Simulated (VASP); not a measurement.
A run of VASP 6.6.1 is set up as follows.

INCAR

```
SYSTEM = As
PREC = Accurate ; ENCUT = 520
EDIFF = 1E-6 ; ISMEAR = 0
SIGMA = 0.02 ; LREAL = .FALSE.
LASPH = .TRUE. ; NELM = 80
ALGO = Normal ; ISIF = 2
LWAVE = .FALSE. ; LCHARG = .TRUE.
LDIPOL = .TRUE. ; IDIPOL = 3
DIPOL = 0.5 0.5 0.500 ; LELF = .TRUE.
LVHAR = .TRUE. ; LVACPOTAV = .TRUE.
NBANDS = 12
```

Contents of KPOINTS:

```
regular mesh
0
G
  9 9 1
  0 0 0
```

Contents of POSCAR:

```
As
1.0
    3.6330000000      0.0000000000      0.0000000000
   -1.8165000000      3.1462702920      0.0000000000
    0.0000000000      0.0000000000     28.0000000000
As
2
Direct
    0.3333333333      0.6666666667      0.5052857143
    0.6666666667      0.3333333333      0.4947142857
```

Potentials or basis: VASP PAW LDA potentials, release 64 (As).

Run with:

```console
$ cat potpaw_LDA.64/As/POTCAR > POTCAR
$ mpirun -np 1 vasp_std > vasp.out
```

(1) What does it give for the largest force?

(2) Predict the band gap on the k mesh.

Answers

(1) 2.569 eV/Å.

(2) zero (band 5 reaches -2.88 eV, above the bottom of band 6 at -3.77 eV).
